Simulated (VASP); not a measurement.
SnO2, 12 atoms in the cell. The typed cell holds 12 atoms: a = 5.756 Å, b = 5.756 Å, c = 5.756 Å, α = 112.27°, β = 108.09°, γ = 108.09°. 

* Program: VASP 6.6.1
* Task: single point
* Functional: LDA
* Potentials or basis: VASP PAW LDA potentials, release 64 (Sn_d, O)
* Cutoff: 520 eV
* k mesh: 6 × 6 × 6
* Occupations: gaussian, width 0.02 eV
* Spin: no spin polarisation
* Dipole correction: no
* Further INCAR settings: ALGO = Normal; EDIFF = 1e-07; NBANDS = 64

Potentials or basis: VASP PAW LDA potentials, release 64 (Sn_d, O).

The run is started by

```sh
$ cat potpaw_LDA.64/Sn_d/POTCAR potpaw_LDA.64/O/POTCAR > POTCAR
$ mpirun -np 1 vasp_std > vasp.out
```

Hardware: 1 thread of Intel(R) Xeon(R) 6975P-C (Granite Rapids), on a shared host.

Estimate the wall time of this run.

Run time: 4 min on 1 thread of Intel(R) Xeon(R) 6975P-C (Granite Rapids), on a shared host, peak memory 0.44 GiB. Counts: scf iterations 15, k points 46.
